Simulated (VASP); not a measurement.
# PtS2 (R-3m) in VASP: further runs, part 2 of 2

VASP 6.6.1. The steps go on from the part before.

**3. Single point, r2SCAN**

The input, POSCAR:

```
PtS2
1.0
    1.7644428793      1.0187015713      5.5230471123
   -1.7644428793      1.0187015713      5.5230471123
    0.0000000000     -2.0374031427      5.5230471123
Pt S
1 2
Direct
    0.0000000000      0.0000000000      0.0000000000
    0.2583047974      0.2583047974      0.2583047974
    0.7416952026      0.7416952026      0.7416952026
```

The input, INCAR.step1:

```
SYSTEM = PtS2
PREC     = Accurate       ! precision mode
ENCUT    = 520            ! plane-wave cutoff, eV
ISMEAR   = 0              ! smearing method
SIGMA    = 0.01           ! smearing width, eV
LREAL    = .False.        ! projectors in reciprocal space
LASPH    = .True.         ! aspherical terms in the spheres
NELM     = 60             ! most SCF steps
NBANDS   = 18             ! bands
GGA      = PE             ! functional
ALGO     = Normal         ! electronic algorithm
EDIFF    = 1E-4           ! SCF threshold, eV
LWAVE    = .True.         ! write WAVECAR
LCHARG   = .False.        ! write CHGCAR
```

The input, INCAR.step2:

```
SYSTEM = PtS2
PREC     = Accurate       ! precision mode
ENCUT    = 520            ! plane-wave cutoff, eV
EDIFF    = 1E-6           ! SCF threshold, eV
ISMEAR   = 0              ! smearing method
SIGMA    = 0.01           ! smearing width, eV
LREAL    = .False.        ! projectors in reciprocal space
LASPH    = .True.         ! aspherical terms in the spheres
NELM     = 60             ! most SCF steps
ALGO     = Normal         ! electronic algorithm
ISIF     = 2              ! what is computed and relaxed
LWAVE    = .False.        ! write WAVECAR
LCHARG   = .False.        ! write CHGCAR
METAGGA  = R2SCAN         ! meta-GGA
LMIXTAU  = .True.       
NBANDS   = 18             ! bands
ISTART   = 1
```

The input, KPOINTS:

```
Automatic mesh
0
Gamma
  8 8 8
  0 0 0
```

Potentials or basis: VASP PAW PBE potentials, release 64 (Pt, S).

The run is started by

```
> cat potpaw_PBE.64/Pt/POTCAR potpaw_PBE.64/S/POTCAR > POTCAR
> cp INCAR.step1 INCAR
> mpirun -np 1 vasp_std > vasp.out
> cp INCAR.step2 INCAR
> mpirun -np 1 vasp_std > vasp.out
```

OUTCAR:

```text
SYSTEM = PtS2
   PREC = Accurate
   ENCUT = 520
   EDIFF = 1E-6
   ISMEAR = 0
   LREAL = .False.
   LASPH = .True.
   NELM = 60
   ISIF = 2
   METAGGA = R2SCAN
   ISTART = 1

 ion  position               nearest neighbor table
   1  0.000  0.000  0.000-   3 2.39   3 2.39   2 2.39   2 2.39   3 2.39   2 2.39
   2  0.258  0.258  0.258-   1 2.39   1 2.39   1 2.39
   3  0.742  0.742  0.742-   1 2.39   1 2.39   1 2.39

  LATTYP: Found a trigonal (rhomboedric) cell.
 ALAT       =     5.8868549303
 COS(alpha) =     0.8203287724

  Lattice vectors:

 A1 = (   1.7644428793,   1.0187015713,   5.5230471123)
 A2 = (  -1.7644428793,   1.0187015713,   5.5230471123)
 A3 = (   0.0000000000,  -2.0374031427,   5.5230471123)

Analysis of symmetry for initial positions (statically):
=====================================================================
 Subroutine PRICEL returns:
 Original cell was already a primitive cell.

 Routine SETGRP: Setting up the symmetry group for a
 trigonal (rhombohedral) supercell.

 Subroutine GETGRP returns: Found 12 space group operations
 (whereof 12 operations were pure point group operations)
 out of a pool of 12 trial point group operations.

The static configuration has the point symmetry D_3d.

Analysis of symmetry for dynamics (positions and initial velocities):
=====================================================================
 Subroutine PRICEL returns:
 Original cell was already a primitive cell.

 Routine SETGRP: Setting up the symmetry group for a
 trigonal (rhombohedral) supercell.

 Subroutine GETGRP returns: Found 12 space group operations
 (whereof 12 operations were pure point group operations)
 out of a pool of 12 trial point group operations.

The dynamic configuration has the point symmetry D_3d.

 Subroutine INISYM returns: Found 12 space group operations
[... 115 lines left out ...]
   EFERMI_NEDOS =   21; number of points for ismear=-14 and -15
   IALGO  =     38    algorithm
   IMIX   =      4    mixing-type and parameters
     AMIX     =   0.40;   BMIX     =  1.00
     AMIX_MAG =   1.60;   BMIX_MAG =  1.00
  volume/ion in A,a.u.               =      19.85       133.99
  Fermi-wavevector in a.u.,A,eV,Ry     =   1.174593  2.219660 18.771543  1.379670
  Thomas-Fermi vector in A             =   2.310988
   LORBIT       =      0    0 simple, 1 ext, 2 COOP (PROOUT), +10 PAW based schemes
   METAGGA = R2SCAN    functional components
   LHFCALC =     F    Hartree Fock is set to
   AEXX    =    0.0000 exact exchange contribution
   IVDW    =     0    specifies the selected vdW correction
   LEPSILON=     F    determine dielectric tensor
   LRPA    =     F    only Hartree local field effects (RPA)
 non-spin polarized calculation
 Gauss-broadening in eV      SIGMA  =   0.01
  energy-cutoff  :      520.00
  volume of cell :       59.56
 maximum number of plane-waves:      1635
 NGX is ok and might be reduce to    48
   NGX = 21   NGY = 21   NGZ = 21

 number of electron      21.9999999 magnetization

 Free energy of the ion-electron system (eV)
  ---------------------------------------------------
  ext. energy  EPLUGINS =         0.00000000
  ---------------------------------------------------
  free energy    TOTEN  =       -68.85753021 eV

  energy without entropy =      -68.85753021  energy(sigma->0) =      -68.85753021

 E-fermi :   5.1520     XC(G=0): -10.7631

 val. band max:        5.0852367750   @ k =   0.2500   0.1250   0.1250
 cond. band min:       6.2942456663   @ k =  -0.2500   0.2500   0.0000
 fundamental gap:      1.2090088913
 Fermi energy:         5.1519828279

 k-point     1 :       0.0000    0.0000    0.0000
  band No.  band energies     occupation
      1     -10.1585      2.00000
      2      -7.5663      2.00000
      3      -1.3705      2.00000
      4      -1.1556      2.00000
      5      -1.1556      2.00000
      6       1.5821      2.00000
[... 481 lines left out ...]
      5      -0.1294      2.00000
      6       0.3099      2.00000
[... 10 lines left out ...]
     17      15.3041      0.00000
     18      15.9037      0.00000

 [... further k-points ...]

------------------------ aborting loop because EDIFF is reached ----------------------------------------

  FORCE on cell =-STRESS in cart. coord.  units (eV):
  Direction    XX          YY          ZZ          XY          YZ          ZX
  --------------------------------------------------------------------------------------
  -------------------------------------------------------------------------------------
  Total        0.4226910      0.4226910      0.3852812      0.0000000     -0.0000000     -0.0000000
  in kB       11.3697007     11.3697007     10.3634382      0.0000000     -0.0000000     -0.0000000
  external PRESSURE =      11.0342798 kB  Pullay stress =       0.0000000 kB

 VOLUME and BASIS-vectors are now :
 -----------------------------------------------------------------------------
  energy-cutoff  :      520.00
  volume of cell :       59.56
      direct lattice vectors                 reciprocal lattice vectors
     1.764442879  1.018701571  5.523047112     0.283375566  0.163606959  0.060353158
    -1.764442879  1.018701571  5.523047112    -0.283375566  0.163606959  0.060353158
     0.000000000 -2.037403143  5.523047112     0.000000000 -0.327213919  0.060353158

 POSITION                                       TOTAL-FORCE (eV/Angst)
 -----------------------------------------------------------------------------------
      0.00000      0.00000      0.00000         0.000000     -0.000000      0.000000
      0.00000     -0.00000      4.27989         0.000000     -0.000000      0.046795
      0.00000     -0.00000     12.28925         0.000000      0.000000     -0.046795
 -----------------------------------------------------------------------------------
    total drift:                                0.000000      0.000000      0.000000

  FREE ENERGIE OF THE ION-ELECTRON SYSTEM (eV)
  ---------------------------------------------------
  free  energy   TOTEN  =       -68.8575302093 eV

  energy  without entropy=      -68.8575302093  energy(sigma->0) =      -68.85753021
```

OSZICAR.step1:

```text
N       E                     dE             d eps       ncg     rms          rms(c)
DAV:   1     0.113263068321E+03    0.11326E+03   -0.10253E+04  2372   0.108E+03
DAV:   2    -0.109553740247E+02   -0.12422E+03   -0.11975E+03  2874   0.219E+02
DAV:   3    -0.167056204238E+02   -0.57502E+01   -0.57114E+01  2956   0.479E+01
DAV:   4    -0.167726912421E+02   -0.67071E-01   -0.67030E-01  3082   0.563E+00
DAV:   5    -0.167738704718E+02   -0.11792E-02   -0.11791E-02  3004   0.733E-01    0.180E+01
DAV:   6    -0.156675637933E+02    0.11063E+01   -0.59409E+00  2458   0.240E+01    0.116E+01
DAV:   7    -0.154305767154E+02    0.23699E+00   -0.12043E+00  2444   0.110E+01    0.575E+00
DAV:   8    -0.154132488706E+02    0.17328E-01   -0.65067E-02  2678   0.181E+00    0.113E+00
DAV:   9    -0.154098787977E+02    0.33701E-02   -0.94410E-03  2768   0.100E+00    0.218E-01
DAV:  10    -0.154101338671E+02   -0.25507E-03   -0.15982E-03  2790   0.252E-01    0.888E-02
DAV:  11    -0.154101875075E+02   -0.53640E-04   -0.69461E-05  2184   0.685E-02
   1 F= -.15410188E+02 E0= -.15410188E+02  d E =-.142707E-24
```

Run time: 18 min. Hardware: 1 thread of AMD EPYC 7R43 (Zen 3), shared host; peak memory 0.35 GiB.

Results:

| Quantity | Value |
| --- | --- |
| Free energy | -68.8575 eV |
| Pressure | 1.1 GPa |
| Largest force | 0.047 eV/Å |
| Band gap on the k mesh | 1.21 eV, indirect (least direct gap 1.42 eV) |

Forces on the atoms (eV/Å):
```
Pt   0.000  0.000  0.000
S    0.000  0.000  0.047
S    0.000  0.000 -0.047
```

Levels at points of the mesh, in eV from the valence-band top:
```tsv
k point	band 9	band 10	band 11	band 12	band 13	band 14
(0.00, 0.00, 0.00)	-0.63	-0.63	-0.08	2.94	2.94	5.96
(0.50, 0.00, 0.00)	-2.39	-2.24	-2.18	2.34	2.55	6.38
(0.50, 0.50, 0.00)	-2.59	-2.27	-1.66	3.00	3.08	4.76
(0.50, 0.50, 0.50)	-0.97	-0.77	-0.77	3.08	3.08	6.35
```

Caveat: the PAW data sets were made with another functional, which shifts forces and pressure a little; spin-orbit coupling is left out, which moves the levels of the heavy elements.
